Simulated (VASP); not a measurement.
# SnTe (Fm-3m) in VASP: settings compared

SnTe is run at these levels: RPBE+D3(BJ), HF; tasks: single point.

Everything below comes from runs of VASP 6.6.1. Logs are shortened: lines on timing, memory, paths and dates and some standing lists are left out, and cuts for length are marked.

**1. The cell of the first run**

Symmetry: Fm-3m, No. 225, cubic system. The conventional cell has a = 6.302 Å, b = 6.302 Å, c = 6.302 Å, α = 90.00°, β = 90.00°, γ = 90.00°. Te (site symmetry m-3m) has 6 Sn at 3.15 Å within 4.1 Å. Within 4.1 Å of Sn (site symmetry m-3m) lie 6 Te at 3.15 Å.

**2. Single point, RPBE+D3(BJ)**

The input, INCAR:

```
PREC = Accurate
ENCUT = 500
EDIFF = 1E-6
ISMEAR = 0
SIGMA = 0.01
LREAL = False
LASPH = True
NELM = 120
ALGO = Normal
ISIF = 2
LWAVE = False
LCHARG = False
GGA = RP
IVDW = 12
NBANDS = 17
GGA_COMPAT = False
```

The input, KPOINTS:

```
Automatic mesh
0
Gamma
  7 7 7
```

The input, POSCAR:

```
SnTe
1.0
    0.0000000000      3.1508500000      3.1508500000
    3.1508500000      0.0000000000      3.1508500000
    3.1508500000      3.1508500000      0.0000000000
Te Sn
1 1
Direct
    0.5000000000      0.5000000000      0.5000000000
    0.0000000000      0.0000000000      0.0000000000
```

Potentials or basis: VASP PAW PBE potentials, release 64 (Te, Sn_d).

On the command line:

```sh
> cat potpaw_PBE.64/Te/POTCAR potpaw_PBE.64/Sn_d/POTCAR > POTCAR
> mpirun -np 1 vasp_std > vasp.out
```

OUTCAR:

```text
PREC = Accurate
   ENCUT = 500
   EDIFF = 1E-6
   ISMEAR = 0
   LREAL = False
   LASPH = True
   NELM = 120
   ISIF = 2
   GGA = RP
   IVDW = 12
 IVDW          = 12

 ion  position               nearest neighbor table
   1  0.500  0.500  0.500-   2 3.15   2 3.15   2 3.15   2 3.15   2 3.15   2 3.15
   2  0.000  0.000  0.000-   1 3.15   1 3.15   1 3.15   1 3.15   1 3.15   1 3.15

  LATTYP: Found a face centered cubic cell.
 ALAT       =     6.3017000000

  Lattice vectors:

 A1 = (   0.0000000000,   3.1508500000,   3.1508500000)
 A2 = (   3.1508500000,   0.0000000000,   3.1508500000)
 A3 = (   3.1508500000,   3.1508500000,   0.0000000000)

Analysis of symmetry for initial positions (statically):
=====================================================================
 Subroutine PRICEL returns:
 Original cell was already a primitive cell.

 Routine SETGRP: Setting up the symmetry group for a
 face centered cubic supercell.

 Subroutine GETGRP returns: Found 48 space group operations
 (whereof 48 operations were pure point group operations)
 out of a pool of 48 trial point group operations.

The static configuration has the point symmetry O_h .

Analysis of symmetry for dynamics (positions and initial velocities):
=====================================================================
 Subroutine PRICEL returns:
 Original cell was already a primitive cell.

 Routine SETGRP: Setting up the symmetry group for a
 face centered cubic supercell.

 Subroutine GETGRP returns: Found 48 space group operations
 (whereof 48 operations were pure point group operations)
 out of a pool of 48 trial point group operations.

The dynamic configuration has the point symmetry O_h .

 Subroutine INISYM returns: Found 48 space group operations
 (whereof 48 operations are pure point group operations),
 and found     1 'primitive' translations

----------------------------------------------------------------------------------------

                                     Primitive cell

  volume of cell :      62.5624

  direct lattice vectors                    reciprocal lattice vectors
     0.000000000  3.150850000  3.150850000    -0.158687338  0.158687338  0.158687338
     3.150850000  0.000000000  3.150850000     0.158687338 -0.158687338  0.158687338
     3.150850000  3.150850000  0.000000000     0.158687338  0.158687338 -0.158687338

  length of vectors
     4.455974803  4.455974803  4.455974803     0.274854533  0.274854533  0.274854533

  position of ions in fractional coordinates (direct lattice)
[... 73 lines left out ...]
   NELM   =    120;   NELMIN=  2; NELMDL= -5     # of ELM steps
   EDIFF  = 0.1E-05   stopping-criterion for ELM
   LREAL  =      F    real-space projection
   EDIFFG = 0.1E-04   stopping-criterion for IOM
   NSW    =      0    number of steps for IOM
   IBRION =     -1    ionic relax: 0-MD 1-quasi-New 2-CG
   NFREE  =      0    steps in history (QN), initial steepest desc. (CG)
   ISIF   =      2    stress and relaxation
   ISYM   =      2    0-nonsym 1-usesym 2-fastsym
   POTIM  = 0.5000    time-step for ionic-motion
   TEBEG  =    0.0;   TEEND  =   0.0 temperature during run
   PSTRESS=    0.0 pullay stress
   NELECT =      20.0000    total number of electrons
   NUPDOWN=      -1.0000    fix difference up-down
   EMIN   =  10.00;   EMAX   =-10.00  energy-range for DOS
   EFERMI =   0.00;   METHOD = LEGACY
   ISMEAR =     0;   SIGMA  =   0.01  broadening in eV -4-tet -1-fermi 0-gaus
   EFERMI_NEDOS =   21; number of points for ismear=-14 and -15
   IALGO  =     38    algorithm
   IMIX   =      4    mixing-type and parameters
     AMIX     =   0.40;   BMIX     =  1.00
     AMIX_MAG =   1.60;   BMIX_MAG =  1.00
  volume/ion in A,a.u.               =      31.28       211.10
  Fermi-wavevector in a.u.,A,eV,Ry     =   1.119387  2.115336 17.048485  1.253028
  Thomas-Fermi vector in A             =   2.256026
   LORBIT       =      0    0 simple, 1 ext, 2 COOP (PROOUT), +10 PAW based schemes
   GGA     = RP    functional components
   LHFCALC =     F    Hartree Fock is set to
   AEXX    =    0.0000 exact exchange contribution
   IVDW    =    12    specifies the selected vdW correction
   LEPSILON=     F    determine dielectric tensor
   LRPA    =     F    only Hartree local field effects (RPA)
 non-spin polarized calculation
 Gauss-broadening in eV      SIGMA  =   0.01
  energy-cutoff  :      500.00
  volume of cell :       62.56
 maximum number of plane-waves:      1639
   NGX = 17   NGY = 17   NGZ = 17

 number of electron      20.0000011 magnetization

 Free energy of the ion-electron system (eV)
  ---------------------------------------------------
  ext. energy  EPLUGINS =         0.00000000
  ---------------------------------------------------
  free energy    TOTEN  =        -6.81972545 eV

  energy without entropy =       -6.81972545  energy(sigma->0) =       -6.81972545

 E-fermi :   6.9168     XC(G=0):  -9.3923

 val. band max:        6.8631075085   @ k =   0.4286   0.0000   0.0000
 cond. band min:       7.5262874796   @ k =   0.4286   0.0000   0.0000
 fundamental gap:      0.6631799711
 Fermi energy:         6.9167616816

 k-point     1 :       0.0000    0.0000    0.0000
  band No.  band energies     occupation
      1     -14.9077      2.00000
      2     -14.9077      2.00000
      3     -14.9043      2.00000
      4     -14.9043      2.00000
      5     -14.9043      2.00000
      6      -5.7232      2.00000
[... 377 lines left out ...]
      4     -14.8993      2.00000
      5     -14.8942      2.00000
      6      -4.0880      2.00000
[... 9 lines left out ...]
     16      16.8706      0.00000
     17      17.4866      0.00000

------------------------ aborting loop because EDIFF is reached ----------------------------------------

 Edisp (eV)   -3.58186

 E8    (eV) :    -2.3795

  FORCE on cell =-STRESS in cart. coord.  units (eV):
  Direction    XX          YY          ZZ          XY          YZ          ZX
  --------------------------------------------------------------------------------------
  -------------------------------------------------------------------------------------
  Total      -4.06644    -4.06644    -4.06644     0.00000    -0.00000     0.00000
  in kB    -104.13869  -104.13869  -104.13869     0.00000    -0.00000     0.00000
  external pressure =     -104.14 kB  Pullay stress =        0.00 kB

 VOLUME and BASIS-vectors are now :
 -----------------------------------------------------------------------------
  energy-cutoff  :      500.00
  volume of cell :       62.56
      direct lattice vectors                 reciprocal lattice vectors
     0.000000000  3.150850000  3.150850000    -0.158687338  0.158687338  0.158687338
     3.150850000  0.000000000  3.150850000     0.158687338 -0.158687338  0.158687338
     3.150850000  3.150850000  0.000000000     0.158687338  0.158687338 -0.158687338

 POSITION                                       TOTAL-FORCE (eV/Angst)
 -----------------------------------------------------------------------------------
      3.15085      3.15085      3.15085         0.000000      0.000000      0.000000
      0.00000      0.00000      0.00000         0.000000     -0.000000     -0.000000
 -----------------------------------------------------------------------------------
    total drift:                                0.000000     -0.000000     -0.000000

  FREE ENERGIE OF THE ION-ELECTRON SYSTEM (eV)
  ---------------------------------------------------
  free  energy   TOTEN  =       -10.4015808805 eV

  energy  without entropy=      -10.4015808805  energy(sigma->0) =      -10.40158088
```

It took 15 s on 1 thread of Intel Xeon Platinum 8259CL at 2.50GHz (Skylake/Cascade Lake), shared host; peak memory 0.19 GiB.

What came out:

```
Free energy                : -10.4016 eV
Pressure                   : -10.4 GPa
Dispersion energy per atom : -1.791 eV
```

Caveat: this odd mesh misses L, so gap, dielectric constants and Born charges aren't listed; the cell stands under tension; the dispersion term is far too large for a dense solid, which distorts pressure and volume; the PAW data sets were made with another functional, which shifts forces and pressure a little; spin-orbit coupling is left out, which moves the levels of the heavy elements.

**3. Single point, HF**

This run uses another cell than the first one, of 29.40 Å³/atom.

The input, POSCAR:

```
SnTe
1.0
    0.0000000000      3.0865288906      3.0865288906
    3.0865288906      0.0000000000      3.0865288906
    3.0865288906      3.0865288906      0.0000000000
Te Sn
1 1
Direct
    0.5000000000      0.5000000000      0.5000000000
    0.0000000000      0.0000000000      0.0000000000
```

The input, INCAR.step1:

```
SYSTEM = SnTe
PREC     = Accurate       ! precision mode
ENCUT    = 520            ! plane-wave cutoff, eV
EDIFF    = 1E-5           ! SCF threshold, eV
ISMEAR   = -1             ! smearing method
SIGMA    = 0.05           ! smearing width, eV
LREAL    = .False.        ! projectors in reciprocal space
LASPH    = .True.         ! aspherical terms in the spheres
NELM     = 60             ! most SCF steps
ALGO     = Normal         ! electronic algorithm
ISIF     = 2              ! what is computed and relaxed
LWAVE    = .True.         ! write WAVECAR
LCHARG   = .False.        ! write CHGCAR
GGA      = PE             ! functional
NBANDS   = 17             ! bands
```

The input, INCAR.step2:

```
SYSTEM = SnTe
PREC     = Accurate       ! precision mode
ENCUT    = 520            ! plane-wave cutoff, eV
EDIFF    = 1E-6           ! SCF threshold, eV
ISMEAR   = -1             ! smearing method
SIGMA    = 0.05           ! smearing width, eV
LREAL    = .False.        ! projectors in reciprocal space
LASPH    = .True.         ! aspherical terms in the spheres
NELM     = 60             ! most SCF steps
ALGO     = Normal         ! electronic algorithm
ISIF     = 2              ! what is computed and relaxed
LWAVE    = .False.        ! write WAVECAR
LCHARG   = .False.        ! write CHGCAR
GGA      = PE             ! functional
LHFCALC  = .True.         ! exact exchange
AEXX     = 1.0            ! exact-exchange fraction
ALDAC    = 0.0          
AGGAC    = 0.0          
PRECFOCK = Normal       
ISTART   = 1            
NBANDS   = 17             ! bands
```

The input, KPOINTS:

```
regular mesh
0
Gamma
  4 4 4
  0 0 0
```

Potentials or basis: VASP PAW PBE potentials, release 64 (Te, Sn_d).

On the command line:

```sh
> cat potpaw_PBE.64/Te/POTCAR potpaw_PBE.64/Sn_d/POTCAR > POTCAR
> cp INCAR.step1 INCAR
> mpirun -np 1 vasp_std > vasp.out
> cp INCAR.step2 INCAR
> mpirun -np 1 vasp_std > vasp.out
```

Wall time 28 min (1 thread of Intel Xeon Platinum 8259CL at 2.50GHz (Skylake/Cascade Lake), shared host); peak memory 0.2 GiB.

Results (log left out):

| Property | Result |
| --- | --- |
| Free energy | -17.1339 eV |
| Pressure | 6.9 GPa |
| Band gap on the k mesh | 2.46 eV |

Levels at points of the mesh, in eV from the valence-band top:
```tsv
k point	band 6	band 7	band 8	band 9	band 10	band 11	band 12	band 13	band 14	band 15
(0.00, 0.00, 0.00)	-19.88	-6.83	-4.91	-4.91	-4.91	8.14	8.14	8.14	8.92	8.92
(0.50, 0.00, 0.00)	-17.70	-13.74	-4.49	-4.49	0.00	2.46	3.36	3.36	13.08	13.21
(0.50, 0.50, 0.00)	-17.18	-10.20	-9.97	-7.32	-7.32	5.52	10.44	10.44	12.19	12.55
```

Caveat: the k points lie up to 0.44 Å⁻¹ apart; the PAW data sets were made with another functional, which shifts forces and pressure a little; spin-orbit coupling is left out, which moves the levels of the heavy elements.
